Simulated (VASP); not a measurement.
# PbF2 (Ni2In type): single point with r2SCAN

PbF2 (Ni2In type):

```
CELL_PARAMETERS angstrom
4.04263 0.00000 0.00000
-2.02132 3.50102 0.00000
0.00000 0.00000 5.15980
ATOMIC_POSITIONS crystal
Pb 0.33333 0.66667 0.25000
Pb 0.66667 0.33333 0.75000
F 0.00000 0.00000 0.00000
F 0.00000 0.00000 0.50000
F 0.33333 0.66667 0.75000
F 0.66667 0.33333 0.25000
```

```yaml
Program: VASP 6.6.1
Task: single point
Functional: r2SCAN
Potentials_or_basis: VASP PAW PBE potentials, release 64 (Pb_d, F)
Cutoff: 520 eV
k_mesh: 9 × 9 × 6
Occupations: gaussian, width 0.01 eV
Spin: no spin polarisation
Dipole_correction: no
Further_INCAR_settings: ALGO = Normal; EDIFF = 1e-07; NBANDS = 37
```

```yaml
Pressure: 25.2 GPa
Band_gap_on_the_k_mesh: 4.67 eV (least direct gap 4.86 eV)
```

Stress tensor (GPa, compression positive):
```
25.38  0.00  0.00
 0.00 25.38  0.00
 0.00  0.00 24.89
```

Levels at points of the mesh, in eV from the valence-band top:
```
           k point  band 24  band 25  band 26  band 27  band 28  band 29  band 30  band 31  band 32  band 33
(0.00, 0.00, 0.00)    -3.01    -2.62    -2.62    -1.27    -1.04     5.36     6.85     6.85     9.83     9.83
(0.00, 0.00, 0.50)    -2.92    -2.92    -2.92    -0.97    -0.97     6.26     6.26     7.90     7.90     7.90
```

Run time: 5.5 min on 1 thread of Intel(R) Xeon(R) 6975P-C (Granite Rapids), on a shared host, peak memory 0.26 GiB.

Caveat: the cell stands under pressure; the PAW data sets were made with another functional, which shifts forces and pressure a little; spin-orbit coupling is left out, which moves the levels of the heavy elements; an odd mesh through Γ misses points on the zone boundary, where band edges can lie.
